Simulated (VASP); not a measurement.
Wanted: the native input for a VASP 6.6.1 run.

| Quantity | Value |
| --- | --- |
| Task | single point |
| Functional | PBE |
| Potentials or basis | VASP PAW PBE potentials, release 64 (Hf_pv, Ga_d, Mg) |
| Cutoff | 520 eV |
| k mesh | 6 × 5 × 5 |
| Occupations | fermi-dirac, width 0.05 eV |
| Spin | no spin polarisation |
| Dipole correction | no |
| Further INCAR settings | ALGO = Fast; EDIFF = 1e-06; NBANDS = 28 |

The structure of HfMg6Ga lies in POSCAR:

```
HfMg6Ga
1.0
    4.9995320000      0.0000000000      0.0000000000
    0.0000000000      2.9990610000      5.6605095000
    0.0000000000     -2.9990610000      5.6605095000
Hf Ga Mg
1 1 6
Direct
    0.5000000000      0.6766380000      0.6766380000
    0.5000000000      0.1673630000      0.1673630000
    0.0000000000      0.8289820000      0.8289820000
    0.0000000000      0.3202380000      0.3202380000
    0.0000000000      0.3338080000      0.8238020000
    0.0000000000      0.8238020000      0.3338080000
    0.5000000000      0.1748090000      0.6743550000
    0.5000000000      0.6743550000      0.1748090000
```

These files were run (other wordings do the same):

INCAR

```
SYSTEM = HfMg6Ga
PREC = Accurate
ENCUT = 520
EDIFF = 1E-6
ISMEAR = -1
SIGMA = 0.05
LREAL = .FALSE.
LASPH = .TRUE.
NELM = 80
ALGO = Fast
ISIF = 2
LWAVE = .FALSE.
LCHARG = .FALSE.
GGA = PE
NBANDS = 28
```

KPOINTS

```
Automatic mesh
0
G
  6 5 5
  0 0 0
```

Potentials or basis: VASP PAW PBE potentials, release 64 (Hf_pv, Ga_d, Mg).

The run is started by

```console
$ cat potpaw_PBE.64/Hf_pv/POTCAR potpaw_PBE.64/Ga_d/POTCAR potpaw_PBE.64/Mg/POTCAR > POTCAR
$ mpirun -np 1 vasp_std > vasp.out
```

Results of the run:

| Quantity | Value |
| --- | --- |
| Pressure | 0.0 GPa |
| Largest force | 0.078 eV/Å |
| Band gap on the k mesh | zero (an odd number of electrons rules out a gap without spin polarisation) |

Caveat: spin-orbit coupling is left out, which moves the levels of the heavy elements.

It took 3.6 min on 1 thread of Oxide Virtual Turin-like Processor, with other jobs on the host, peak memory 0.37 GiB.
